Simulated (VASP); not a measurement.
**SrVO3: single point with PBE**

SrVO3:

```
Sr V O
1.0
     3.84090    0.00000    0.00000
     0.00000    3.84090    0.00000
     0.00000    0.00000    3.84090
Sr V O
1 1 3
Direct
  0.50000 0.50000 0.50000
  0.00000 0.00000 0.00000
  0.50000 0.00000 0.00000
  0.00000 0.50000 0.00000
  0.00000 0.00000 0.50000
```

```
Program             : VASP 6.6.1
Task                : single point
Functional          : PBE
Potentials or basis : VASP PAW PBE potentials, release 64 (Sr_sv, V_sv, O_h)
Cutoff              : 1340 eV
k mesh              : 6 × 6 × 6
Occupations         : fermi-dirac, width 0.2 eV
Spin                : collinear spin, ferromagnetic start
Starting moments    : [0.0, 1.5, 0.0, 0.0, 0.0] μB
```

The pressure is 3.8 GPa. The net moment is 0.00 μB per cell. The valence electrons inside the program's atomic spheres are Sr 8.02; V 11.59; O 3.38.

Levels at points of the mesh, in eV from the Fermi level:
Spin up:
| k point | band 16 | band 17 | band 18 | band 19 | band 20 | band 21 | band 22 | band 23 | band 24 | band 25 |
| --- | --- | --- | --- | --- | --- | --- | --- | --- | --- | --- |
| (0.00, 0.00, 0.00) | -3.18 | -3.18 | -2.34 | -2.34 | -2.34 | -0.88 | -0.88 | -0.88 | 1.36 | 1.36 |
| (0.50, 0.00, 0.00) | -4.49 | -4.49 | -4.04 | -2.78 | -2.78 | -0.76 | 1.05 | 1.05 | 1.38 | 3.67 |
| (0.50, 0.50, 0.00) | -5.03 | -4.04 | -3.55 | -3.55 | -2.05 | 1.02 | 1.02 | 1.38 | 2.39 | 5.56 |
| (0.50, 0.50, 0.50) | -5.84 | -5.84 | -1.95 | -1.95 | -1.95 | 1.61 | 1.61 | 1.61 | 5.30 | 5.30 |
Spin down:
```tsv
k point	band 16	band 17	band 18	band 19	band 20	band 21	band 22	band 23	band 24	band 25
(0.00, 0.00, 0.00)	-3.18	-3.18	-2.34	-2.34	-2.34	-0.88	-0.88	-0.88	1.36	1.36
(0.50, 0.00, 0.00)	-4.49	-4.49	-4.04	-2.78	-2.78	-0.75	1.05	1.05	1.38	3.67
(0.50, 0.50, 0.00)	-5.03	-4.04	-3.55	-3.55	-2.05	1.03	1.03	1.39	2.39	5.56
(0.50, 0.50, 0.50)	-5.84	-5.84	-1.95	-1.95	-1.95	1.62	1.62	1.62	5.30	5.30
```

Wall time 2.4 min on 1 thread of Intel(R) Xeon(R) 6975P-C (Granite Rapids), on a shared host, peak memory 0.55 GiB.

Caveat: the cell stands under pressure; the moments typed at the start vanished in this run; semilocal functionals often make such compounds metallic where correlation or magnetic order opens a gap, which also shifts bond lengths. With open d or f shells a metallic result of PBE can be an artefact of self-interaction; +U or a hybrid may open a gap.
